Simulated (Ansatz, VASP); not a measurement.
**Si: VASP beside Ansatz**

File INCAR:

```
SYSTEM = Si
  PREC = Accurate
  ENCUT = 520
  EDIFF = 1E-7
  ISMEAR = 0
  SIGMA = 0.05
  LREAL = .False.
  LASPH = .True.
  NELM = 100
  ALGO = Normal
  ISIF = 2
  LWAVE = .False.
  LCHARG = .False.
  GGA = PE
  NBANDS = 26
```

File KPOINTS:

```
regular mesh
0
Gamma
  8 8 8
  0 0 0
```

The input POSCAR:

```
Si
1.0
    3.3455832253     -3.3455832253      1.9304179686
    3.3455832253      3.3455832253     -1.9304179686
   -3.3455832253      3.3455832253      5.7912539057
Si
8
Direct
    0.0794324091      0.5051772808      0.2273886746
    0.5893052538      0.3572210152      0.5893052538
    0.4106947462      0.6427789848      0.4106947462
    0.9106947462      0.6427789848      0.9106947462
    0.7320842385      0.0000000000      0.0893052538
    0.2320842386      0.0000000000      0.5893052538
    0.7679157615      0.0000000000      0.4106947462
    0.2679157614      0.0000000000      0.9106947462
```

Input for Ansatz:

```yaml
crystal:
  lattice:
    - [3.3455832253, -3.3455832253, 1.9304179686]
    - [3.3455832253, 3.3455832253, -1.9304179686]
    - [-3.3455832253, 3.3455832253, 5.7912539057]
  atoms:
    - { symbol: Si, position: [0.0794324091, 0.5051772808, 0.2273886746] }
    - { symbol: Si, position: [0.5893052538, 0.3572210152, 0.5893052538] }
    - { symbol: Si, position: [0.4106947462, 0.6427789848, 0.4106947462] }
    - { symbol: Si, position: [0.9106947462, 0.6427789848, 0.9106947462] }
    - { symbol: Si, position: [0.7320842385, 0.0, 0.0893052538] }
    - { symbol: Si, position: [0.2320842386, 0.0, 0.5893052538] }
    - { symbol: Si, position: [0.7679157615, 0.0, 0.4106947462] }
    - { symbol: Si, position: [0.2679157614, 0.0, 0.9106947462] }
basis:
  ecutwfc: 420
kpoints:
  mp_grid: { grid: [8, 8, 8] }
hamiltonian:
  xc: pbe
  pseudopotentials: { kind: paw, azcp: { folder: soft_1 } }
scf:
  occupations: { method: gaussian, width: 0.05 }
output:
  forces: true
  stress: true
  eigenvalues: true
```

Alike in both runs: task single point; functional PBE; k mesh 8 × 8 × 8; occupations gaussian, width 0.05 eV; no spin polarisation.

|  | VASP | Ansatz |
| --- | --- | --- |
| version | VASP 6.6.1 | Ansatz 0.2.0 |
| potentials or method | VASP PAW PBE potentials, release 64 (Si), cutoff 520 eV | scalar-relativistic, plane waves, PAW |
| valence electrons in the cell | 32 | 32 |

VASP gave:

| Item | Value |
| --- | --- |
| gap on the k mesh at the Fermi level (eV) | none |
| pressure (GPa) | 7.8 |
| traceless stress, the component that is largest in VASP (GPa) | 13.48 |
| rms of the force components (eV/Å) | 5.701 |

Estimate Ansatz's values.

gap on the k mesh at the Fermi level (eV): none; pressure (GPa): 8.0; traceless stress, the component that is largest in VASP (GPa): 13.68; rms of the force components (eV/Å): 5.777.

Atom by atom the forces differ by 0.076 eV/Å (rms over components). A gap of «none» marks a metal or a gap that the smearing closes. With one functional, cell and mesh, what is left measures potentials, basis and numerics.
